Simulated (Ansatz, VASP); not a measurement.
## One calculation of Hg2Se, two programs

File INCAR:

```
PREC     = Accurate       # precision mode
ENCUT    = 520            # plane-wave cutoff, eV
EDIFF    = 1E-6           # SCF threshold, eV
ISMEAR   = 0              # smearing method
SIGMA    = 0.1            # smearing width, eV
LREAL    = F              # projectors in reciprocal space
LASPH    = T              # aspherical terms in the spheres
NELM     = 60             # most SCF steps
ALGO     = Normal         # electronic algorithm
ISIF     = 2              # what is computed and relaxed
LWAVE    = F              # write WAVECAR
LCHARG   = F              # write CHGCAR
GGA      = PE             # functional
NBANDS   = 22             # bands
```

KPOINTS

```
regular mesh
0
Gamma
  6 6 6
```

File POSCAR:

```
Hg2Se
1.0
    1.9610043613      1.1321863959      5.9227348213
   -1.9610043613      1.1321863959      5.9227348213
    0.0000000000     -2.2643727917      5.9227348213
Hg Se
2 1
Direct
    0.7500000000      0.7500000000      0.7500000000
    0.2500000000      0.2500000000      0.2500000000
    0.0000000000      0.0000000000      0.0000000000
```

Input for Ansatz:

```yaml
crystal:
  lattice:
    - [1.9610043613, 1.1321863959, 5.9227348213]
    - [-1.9610043613, 1.1321863959, 5.9227348213]
    - [0.0, -2.2643727917, 5.9227348213]
  atoms:
    - { symbol: Hg, position: [0.75, 0.75, 0.75] }
    - { symbol: Hg, position: [0.25, 0.25, 0.25] }
    - { symbol: Se, position: [0.0, 0.0, 0.0] }
basis:
  ecutwfc: 420
kpoints:
  mp_grid: { grid: [6, 6, 6] }
hamiltonian:
  xc: pbe
scf:
  occupations: { method: gaussian, width: 0.1 }
  lower_state_search: "off"
output:
  forces: true
  stress: true
  eigenvalues: true
```

Alike in both runs: task single point; functional PBE; k mesh 6 × 6 × 6; occupations gaussian, width 0.1 eV; no spin polarisation.

|  | VASP | Ansatz |
| --- | --- | --- |
| version | VASP 6.6.1 | Ansatz 0.2.0 |
| potentials or method | VASP PAW PBE potentials, release 64 (Hg, Se), cutoff 520 eV | scalar-relativistic, plane waves, PAW |
| valence electrons in the cell | 30 | 56 |

VASP gave:

- gap on the k mesh at the Fermi level (eV): none
- pressure (GPa): 8.4
- traceless stress, the component that is largest in VASP (GPa): -4.29
- rms of the force components (eV/Å): 0.693

Task: Estimate Ansatz's values.

Result: gap on the k mesh at the Fermi level (eV): none; pressure (GPa): 8.0; traceless stress, the component that is largest in VASP (GPa): -4.21; rms of the force components (eV/Å): 0.674.

Atom by atom the forces differ by 0.019 eV/Å (rms over components). A gap of «none» marks a metal or a gap that the smearing closes. VASP's potentials hold 30 valence electrons a cell and Ansatz's 56, so a difference there can come from the potentials and not from the codes.

Spin-orbit coupling is off throughout.
